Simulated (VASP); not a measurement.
Here is a VASP 6.6.1 calculation.

File INCAR:

```
SYSTEM = Bi
PREC = Accurate
ENCUT = 600
EDIFF = 1E-7
ISMEAR = 0
SIGMA = 0.05
LREAL = .FALSE.
LASPH = .TRUE.
NELM = 80
ALGO = Normal
ISIF = 3
LWAVE = .FALSE.
LCHARG = .FALSE.
GGA = CA
IBRION = 2
NSW = 80
EDIFFG = -0.01
PSTRESS = 1844.7
```

File KPOINTS:

```
Automatic mesh
0
G
  20 20 20
  0 0 0
```

File POSCAR:

```
Bi
1.0
   -1.5955815482      1.5955815482      1.5955815482
    1.5955815482     -1.5955815482      1.5955815482
    1.5955815482      1.5955815482     -1.5955815482
Bi
1
Direct
    0.0000000000      0.0000000000      0.0000000000
```

Potentials or basis: VASP PAW LDA potentials, release 64 (Bi_d).

Command:

```sh
$ cat potpaw_LDA.64/Bi_d/POTCAR > POTCAR
$ mpirun -np 1 vasp_std > vasp.out
```

Question: Predict the relaxed cell.

Answer: a = 2.720 Å, b = 2.720 Å, c = 2.720 Å, α = 109.47°, β = 109.47°, γ = 109.47°.

Question: Predict the relaxed volume.

Answer: 15.48 Å³/atom.

Question: What does it give for the space group after relaxing (to 0.1 Å)?

Answer: Im-3m (No. 229).

Question: Estimate the band gap on the k mesh.

Answer: Zero (an odd number of electrons rules out a gap without spin polarisation).

The path:
| step | energy change (eV) | largest force (eV/Å) | pressure (GPa) | volume (Å³) |
| --- | --- | --- | --- | --- |
| 1 | 0.0000 | 0.0000 | 152.26 | 16.25 |
| 2 | 16.9416 | 0.0000 | 937.27 | 9.71 |
| 3 | 0.6056 | 0.0000 | 176.59 | 15.66 |
| 4 | 0.7334 | 0.0000 | 181.74 | 15.54 |
| 5 | 0.8014 | 0.0000 | 184.46 | 15.48 |

Caveat: the cell is relaxed towards a set pressure, so the run minimises the enthalpy, not the energy; spin-orbit coupling is left out, which moves the levels of the heavy elements.
